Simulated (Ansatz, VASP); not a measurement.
**Two plane-wave programs on Ge4IrW**

The input INCAR:

```
PREC = Accurate
ENCUT = 600
EDIFF = 1E-6
ISMEAR = 0
SIGMA = 0.1
LREAL = F
LASPH = T
NELM = 60
ALGO = Normal
ISIF = 3
LWAVE = F
LCHARG = F
GGA = PE
IBRION = 2
NSW = 90
EDIFFG = -0.04
```

File KPOINTS:

```
Automatic mesh
0
Gamma
  6 6 4
```

File POSCAR:

```
Ge4IrW
1.0
    4.7270708327      0.0000000000      0.0000000000
   -2.3635354164      4.0937634266      0.0000000000
    0.0000000000      0.0000000000      5.1465023568
Ge Ir W
4 1 1
Direct
    0.3333333333      0.6666666667      0.7507527501
    0.3333333333      0.6666666667      0.2492472499
    0.6666666667      0.3333333333      0.7507527501
    0.6666666667      0.3333333333      0.2492472499
    0.0000000000      0.0000000000      0.5000000000
    0.0000000000      0.0000000000      0.0000000000
```

Input for Ansatz:

```yaml
crystal:
  lattice:
    - [4.7270708327, 0.0, 0.0]
    - [-2.3635354164, 4.0937634266, 0.0]
    - [0.0, 0.0, 5.1465023568]
  atoms:
    - { symbol: Ge, position: [0.3333333333, 0.6666666667, 0.7507527501] }
    - { symbol: Ge, position: [0.3333333333, 0.6666666667, 0.2492472499] }
    - { symbol: Ge, position: [0.6666666667, 0.3333333333, 0.7507527501] }
    - { symbol: Ge, position: [0.6666666667, 0.3333333333, 0.2492472499] }
    - { symbol: Ir, position: [0.0, 0.0, 0.5] }
    - { symbol: W, position: [0.0, 0.0, 0.0] }
basis:
  ecutwfc: 420
kpoints:
  mp_grid: { grid: [6, 6, 4] }
hamiltonian:
  xc: pbe
scf:
  occupations: { method: gaussian, width: 0.1 }
  lower_state_search: "off"
output:
  forces: true
  stress: true
  eigenvalues: true
relax:
  adjacent_minimum: "off"
  f_tol: 0.04
  max_steps: 70
  cell: { stress_tol: 0.4 }
```

Change from the starting cell: species swapped into the HfTaB4 type (P6/mmm, No. 191).

Alike in both runs: task relaxation of cell and atoms; functional PBE; k mesh 6 × 6 × 4; occupations gaussian, width 0.1 eV; no spin polarisation.

|  | VASP | Ansatz |
| --- | --- | --- |
| version | VASP 6.6.1 | Ansatz 0.2.0 |
| potentials or method | VASP PAW PBE potentials, release 64 (Ge_d, Ir, W_sv), cutoff 600 eV | scalar-relativistic, plane waves, PAW |
| valence electrons in the cell | 79 | 87 |

Ansatz gave:

* gap on the k mesh at the Fermi level, each at its own relaxed structure (eV): none
* relaxed volume (Å³/atom): 16.70
* relaxed length of the cell vector where the two differ most in proportion (Å): 5.243

Question: Which values does VASP return?

Answer: gap on the k mesh at the Fermi level, each at its own relaxed structure (eV): none; relaxed volume (Å³/atom): 16.70; relaxed length of the cell vector where the two differ most in proportion (Å): 5.248.

A gap of «none» marks a metal or a gap that the smearing closes. VASP's potentials hold 79 valence electrons a cell and Ansatz's 87, so a difference there can come from the potentials and not from the codes.

Spin-orbit coupling is off throughout.
